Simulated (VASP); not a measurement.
# CsPbCl3 (Pm-3m) in VASP: electric field gradients with PBE

Aim: the electric field gradients of CsPbCl3 with PBE.

All numbers are computed with VASP 6.6.1; they aren't measurements. Logs are shortened: lines on timing, memory, paths and dates and some standing lists are left out, and cuts for length are marked.

### Step 1. The cell of the first run

The structure is cubic, space group Pm-3m (No. 221). The conventional cell has a = 5.605 Å, b = 5.605 Å, c = 5.605 Å, α = 90.00°, β = 90.00°, γ = 90.00°. Cs (site symmetry m-3m) has 12 Cl at 3.96 Å and 8 Pb at 4.85 Å within 5.2 Å. Pb (site symmetry m-3m) has 6 Cl at 2.80 Å within 3.7 Å. Within 3.7 Å of Cl (site symmetry 4/mmm) lie 2 Pb at 2.80 Å.

### Step 2. Electric field gradients, PBE

Contents of INCAR:

```
SYSTEM = CsPbCl3
ALGO     = Normal         ! electronic algorithm
EDIFF    = 1E-8           ! SCF threshold, eV
ENCUT    = 520            ! plane-wave cutoff, eV
GGA      = PE             ! functional
ISIF     = 2              ! what is computed and relaxed
ISMEAR   = -4             ! smearing method
LASPH    = .TRUE.         ! aspherical terms in the spheres
LCHARG   = .FALSE.        ! write CHGCAR
LEFG     = .TRUE.       
LREAL    = .FALSE.        ! projectors in reciprocal space
LWAVE    = .FALSE.        ! write WAVECAR
NBANDS   = 30             ! bands
NELM     = 80             ! most SCF steps
PREC     = Accurate       ! precision mode
SIGMA    = 0.1            ! smearing width, eV
```

Contents of KPOINTS:

```
k-points
0
G
  5 5 5
  0 0 0
```

Contents of POSCAR:

```
CsPbCl3
1.0
    5.6050000000      0.0000000000      0.0000000000
    0.0000000000      5.6050000000      0.0000000000
    0.0000000000      0.0000000000      5.6050000000
Cs Pb Cl
1 1 3
Direct
    0.0000000000      0.0000000000      0.0000000000
    0.5000000000      0.5000000000      0.5000000000
    0.5000000000      0.5000000000      0.0000000000
    0.0000000000      0.5000000000      0.5000000000
    0.5000000000      0.0000000000      0.5000000000
```

Potentials or basis: VASP PAW PBE potentials, release 64 (Cs_sv, Pb_d, Cl).

On the command line:

```console
$ cat potpaw_PBE.64/Cs_sv/POTCAR potpaw_PBE.64/Pb_d/POTCAR potpaw_PBE.64/Cl/POTCAR > POTCAR
$ mpirun -np 1 vasp_std > vasp.out
```

OUTCAR:

```text
SYSTEM = CsPbCl3
   EDIFF = 1E-8
   ENCUT = 520
   GGA = PE
   ISIF = 2
   ISMEAR = -4
   LASPH = .TRUE.
   LREAL = .FALSE.
   NELM = 80
   PREC = Accurate

 ion  position               nearest neighbor table
   1  0.000  0.000  0.000-
   2  0.500  0.500  0.500-   3 2.80   4 2.80   5 2.80   3 2.80   5 2.80   4 2.80
   3  0.500  0.500  0.000-   2 2.80   2 2.80
   4  0.000  0.500  0.500-   2 2.80   2 2.80
   5  0.500  0.000  0.500-   2 2.80   2 2.80

  LATTYP: Found a simple cubic cell.
 ALAT       =     5.6050000000

  Lattice vectors:

 A1 = (   5.6050000000,   0.0000000000,   0.0000000000)
 A2 = (   0.0000000000,   5.6050000000,   0.0000000000)
 A3 = (   0.0000000000,   0.0000000000,   5.6050000000)

Analysis of symmetry for initial positions (statically):
=====================================================================
 Subroutine PRICEL returns:
 Original cell was already a primitive cell.

 Routine SETGRP: Setting up the symmetry group for a
 simple cubic supercell.

 Subroutine GETGRP returns: Found 48 space group operations
 (whereof 48 operations were pure point group operations)
 out of a pool of 48 trial point group operations.

The static configuration has the point symmetry O_h .

Analysis of symmetry for dynamics (positions and initial velocities):
=====================================================================
 Subroutine PRICEL returns:
 Original cell was already a primitive cell.

 Routine SETGRP: Setting up the symmetry group for a
 simple cubic supercell.

 Subroutine GETGRP returns: Found 48 space group operations
 (whereof 48 operations were pure point group operations)
 out of a pool of 48 trial point group operations.

The dynamic configuration has the point symmetry O_h .

 Subroutine INISYM returns: Found 48 space group operations
 (whereof 48 operations are pure point group operations),
 and found     1 'primitive' translations

----------------------------------------------------------------------------------------

                                     Primitive cell

  volume of cell :     176.0868

  direct lattice vectors                    reciprocal lattice vectors
     5.605000000  0.000000000  0.000000000     0.178412132  0.000000000  0.000000000
     0.000000000  5.605000000  0.000000000     0.000000000  0.178412132  0.000000000
     0.000000000  0.000000000  5.605000000     0.000000000  0.000000000  0.178412132

  length of vectors
     5.605000000  5.605000000  5.605000000     0.178412132  0.178412132  0.178412132

  position of ions in fractional coordinates (direct lattice)
     0.000000000  0.000000000  0.000000000
     0.500000000  0.500000000  0.500000000
     0.500000000  0.500000000  0.000000000
     0.000000000  0.500000000  0.500000000
     0.500000000  0.000000000  0.500000000

  ion indices of the primitive-cell ions
   primitive index   ion index
                 1           1
                 2           2
                 3           3
                 4           4
                 5           5

----------------------------------------------------------------------------------------

 KPOINTS: k-points

Automatic generation of k-mesh.
 Grid dimensions read from file:
 generate k-points for:    5    5    5

 Generating k-lattice:

  Cartesian coordinates                     Fractional coordinates (reciprocal lattice)
     0.035682426  0.000000000  0.000000000     0.200000000  0.000000000  0.000000000
     0.000000000  0.035682426  0.000000000     0.000000000  0.200000000  0.000000000
     0.000000000  0.000000000  0.035682426     0.000000000  0.000000000  0.200000000

  Length of vectors
     0.035682426  0.035682426  0.035682426

  Shift w.r.t. Gamma in fractional coordinates (k-lattice)
     0.000000000  0.000000000  0.000000000

 TETIRR: Found     57 inequivalent tetrahedra from      750

 Subroutine IBZKPT returns following result:
 ===========================================

 Found     10 irreducible k-points:

 Following reciprocal coordinates:
            Coordinates               Weight
  0.000000  0.000000  0.000000      1.000000
  0.200000  0.000000  0.000000      6.000000
  0.400000  0.000000  0.000000      6.000000
  0.200000  0.200000  0.000000     12.000000
  0.400000  0.200000  0.000000     24.000000
  0.400000  0.400000  0.000000     12.000000
  0.200000  0.200000  0.200000      8.000000
  0.400000  0.200000  0.200000     24.000000
  0.400000  0.400000  0.200000     24.000000
  0.400000  0.400000  0.400000      8.000000
   k-points           NKPTS =     10   k-points in BZ     NKDIM =     10   number of bands    NBANDS=     30
   number of dos      NEDOS =    301   number of ions     NIONS =      5
   total plane-waves  NPLWV =  74088
   dimension x,y,z NGX =    42 NGY =   42 NGZ =   42
   dimension x,y,z NGXF=    84 NGYF=   84 NGZF=   84
   ions per type =               1   1   3
   NGX,Y,Z   is equivalent  to a cutoff of  12.46, 12.46, 12.46 a.u.
   NGXF,Y,Z  is equivalent  to a cutoff of  24.91, 24.91, 24.91 a.u.
 SYSTEM =  CsPbCl3
   PREC   = accura    normal or accurate (medium, high low for compatibility)
   ISTART =      0    job   : 0-new  1-cont  2-samecut
   ICHARG =      2    charge: 1-file 2-atom 10-const
   ISPIN  =      1    spin polarized calculation?
   LNONCOLLINEAR =      F non collinear calculations
   LSORBIT =      F    spin-orbit coupling
   LASPH  =      T    aspherical Exc in radial PAW
   ENCUT  =  520.0 eV  38.22 Ry    6.18 a.u.  10.42 10.42 10.42*2*pi/ulx,y,z
   NELM   =     80;   NELMIN=  2; NELMDL= -5     # of ELM steps
   EDIFF  = 0.1E-07   stopping-criterion for ELM
   LREAL  =      F    real-space projection
   EDIFFG = 0.1E-06   stopping-criterion for IOM
   NSW    =      0    number of steps for IOM
   IBRION =     -1    ionic relax: 0-MD 1-quasi-New 2-CG
   NFREE  =      0    steps in history (QN), initial steepest desc. (CG)
   ISIF   =      2    stress and relaxation
   ISYM   =      2    0-nonsym 1-usesym 2-fastsym
   POTIM  = 0.5000    time-step for ionic-motion
   TEBEG  =    0.0;   TEEND  =   0.0 temperature during run
   PSTRESS=    0.0 pullay stress
   NELECT =      44.0000    total number of electrons
   NUPDOWN=      -1.0000    fix difference up-down
   EMIN   =  10.00;   EMAX   =-10.00  energy-range for DOS
   EFERMI =   0.00;   METHOD = LEGACY
   ISMEAR =    -4;   SIGMA  =   0.10  broadening in eV -4-tet -1-fermi 0-gaus
   EFERMI_NEDOS =   21; number of points for ismear=-14 and -15
   IALGO  =     38    algorithm
   IMIX   =      4    mixing-type and parameters
     AMIX     =   0.40;   BMIX     =  1.00
     AMIX_MAG =   1.60;   BMIX_MAG =  1.00
  volume/ion in A,a.u.               =      35.22       237.66
  Fermi-wavevector in a.u.,A,eV,Ry     =   1.031138  1.948568 14.466333  1.063245
  Thomas-Fermi vector in A             =   2.165271
   LORBIT       =      0    0 simple, 1 ext, 2 COOP (PROOUT), +10 PAW based schemes
   GGA     = PE    functional components
   LHFCALC =     F    Hartree Fock is set to
   AEXX    =    0.0000 exact exchange contribution
   IVDW    =     0    specifies the selected vdW correction
   LEPSILON=     F    determine dielectric tensor
   LRPA    =     F    only Hartree local field effects (RPA)
 non-spin polarized calculation
 Fermi weights with tetrahedron method witout Bloechl corrections
  energy-cutoff  :      520.00
  volume of cell :      176.09
 maximum number of plane-waves:      4765
 NGX is ok and might be reduce to    42
   NGX = 21   NGY = 21   NGZ = 21

 number of electron      44.0000004 magnetization

 Free energy of the ion-electron system (eV)
  ---------------------------------------------------
  ext. energy  EPLUGINS =         0.00000000
  ---------------------------------------------------
  free energy    TOTEN  =       -17.50764355 eV

  energy without entropy =      -17.50764355  energy(sigma->0) =      -17.50764355

 E-fermi :   1.2418     XC(G=0):  -7.8209

 val. band max:        1.2035238528   @ k =   0.4000   0.4000   0.4000
 cond. band min:       4.1668573694   @ k =   0.4000   0.4000   0.4000
 fundamental gap:      2.9633335166
 Fermi energy:         1.2417556634

 k-point     1 :       0.0000    0.0000    0.0000
  band No.  band energies     occupation
      1     -19.5683      2.00000
      2     -15.0077      2.00000
      3     -15.0077      2.00000
      4     -14.7601      2.00000
      5     -14.7601      2.00000
      6     -14.7601      2.00000
[... 22 lines left out ...]
     29       7.9946      0.00000
     30       7.9946      0.00000

 k-point     2 :       0.2000    0.0000    0.0000
  band No.  band energies     occupation
      1     -19.5676      2.00000
      2     -15.0076      2.00000
      3     -14.9718      2.00000
      4     -14.7606      2.00000
      5     -14.7606      2.00000
      6     -14.7601      2.00000
[... 22 lines left out ...]
     29       7.1359      0.00000
     30       8.0495      0.00000

 k-point     3 :       0.4000    0.0000    0.0000
  band No.  band energies     occupation
      1     -19.5663      2.00000
      2     -15.0074      2.00000
      3     -14.9117      2.00000
      4     -14.7614      2.00000
      5     -14.7614      2.00000
      6     -14.7600      2.00000
[... 220 lines left out ...]
     29       7.8735      0.00000
     30       7.9644      0.00000

 k-point    10 :       0.4000    0.4000    0.4000
  band No.  band energies     occupation
      1     -19.5632      2.00000
      2     -14.8477      2.00000
      3     -14.8477      2.00000
      4     -14.7628      2.00000
      5     -14.7628      2.00000
      6     -14.7628      2.00000
[... 22 lines left out ...]
     29       7.5014      0.00000
     30       8.3753      0.00000

------------------------ aborting loop because EDIFF is reached ----------------------------------------

  FORCE on cell =-STRESS in cart. coord.  units (eV):
  Direction    XX          YY          ZZ          XY          YZ          ZX
  --------------------------------------------------------------------------------------
  -------------------------------------------------------------------------------------
  Total        1.8533182      1.8533182      1.8533182     -0.0000000      0.0000000     -0.0000000
  in kB       16.8629566     16.8629566     16.8629566     -0.0000000      0.0000000     -0.0000000
  external PRESSURE =      16.8629566 kB  Pullay stress =       0.0000000 kB

 VOLUME and BASIS-vectors are now :
 -----------------------------------------------------------------------------
  energy-cutoff  :      520.00
  volume of cell :      176.09
      direct lattice vectors                 reciprocal lattice vectors
     5.605000000  0.000000000  0.000000000     0.178412132  0.000000000  0.000000000
     0.000000000  5.605000000  0.000000000     0.000000000  0.178412132  0.000000000
     0.000000000  0.000000000  5.605000000     0.000000000  0.000000000  0.178412132

 POSITION                                       TOTAL-FORCE (eV/Angst)
 -----------------------------------------------------------------------------------
      0.00000      0.00000      0.00000         0.000000      0.000000      0.000000
      2.80250      2.80250      2.80250         0.000000      0.000000      0.000000
      2.80250      2.80250      0.00000         0.000000      0.000000      0.000000
      0.00000      2.80250      2.80250         0.000000      0.000000      0.000000
      2.80250      0.00000      2.80250         0.000000      0.000000      0.000000
 -----------------------------------------------------------------------------------
    total drift:                                0.000000     -0.000000     -0.000000

  FREE ENERGIE OF THE ION-ELECTRON SYSTEM (eV)
  ---------------------------------------------------
  free  energy   TOTEN  =       -17.5076435543 eV

  energy  without entropy=      -17.5076435543  energy(sigma->0) =      -17.50764355

 Electric field gradients (V/A^2)
---------------------------------------------------------------------
 ion       V_xx      V_yy      V_zz      V_xy      V_xz      V_yz
---------------------------------------------------------------------
   1      -0.000    -0.000     0.000     0.000     0.000    -0.000
   2       0.000    -0.000     0.000     0.000     0.000    -0.000
   3     -42.616   -42.616    85.232     0.000     0.000    -0.000
   4      85.232   -42.616   -42.616     0.000    -0.000     0.000
   5     -42.616    85.232   -42.616    -0.000     0.000     0.000
---------------------------------------------------------------------

 Electric field gradients after diagonalization (V/A^2)
 (convention: |V_zz| > |V_xx| > |V_yy|)
----------------------------------------------------------------------
 ion       V_xx      V_yy      V_zz     asymmetry (V_yy - V_xx)/ V_zz
----------------------------------------------------------------------
   1      -0.000    -0.000     0.000       0.039
   2      -0.000     0.000     0.000       0.172
   3     -42.616   -42.616    85.232       0.000
   4     -42.616   -42.616    85.232       0.000
   5     -42.616   -42.616    85.232       0.000
----------------------------------------------------------------------

           NMR quadrupolar parameters

 Cq : quadrupolar parameter    Cq=e*Q*V_zz/h
 eta: asymmetry parameters     (V_yy - V_xx)/ V_zz
 Q  : nuclear electric quadrupole moment in mb (millibarn)
----------------------------------------------------------------------
 ion       Cq(MHz)       eta       Q (mb)
----------------------------------------------------------------------
   1       0.000       0.039       1.000
   2       0.000       0.172       1.000
   3       0.206       0.000       1.000
   4       0.206       0.000       1.000
   5       0.206       0.000       1.000
----------------------------------------------------------------------
```

It took 78 s on 1 thread of Intel Xeon 8259CL, shared host; peak memory 0.28 GiB.

Results:

| Quantity | Value |
| --- | --- |
| Free energy | -17.5076 eV |
| Pressure | 1.7 GPa |
| Band gap on the k mesh | 2.96 eV |
| Largest electric field gradient by atom | Cs -0.0; Pb -0.0; Cl +85.2 V/Å² |

Electric field gradients, principal values (V/Å²):
```
atom    least   middle  greatest (by size)
1 Cs    0.000    0.000               0.000
2 Pb    0.000    0.000               0.000
3 Cl  -42.616  -42.616              85.232
4 Cl  -42.616  -42.616              85.232
5 Cl  -42.616  -42.616              85.232
```

Caveat: without QUAD_EFG the Cq values of the log hold for a quadrupole moment of 1 mb, not for the nuclei; spin-orbit coupling is left out, which moves the levels of the heavy elements; an odd mesh through Γ misses points on the zone boundary, where band edges can lie.
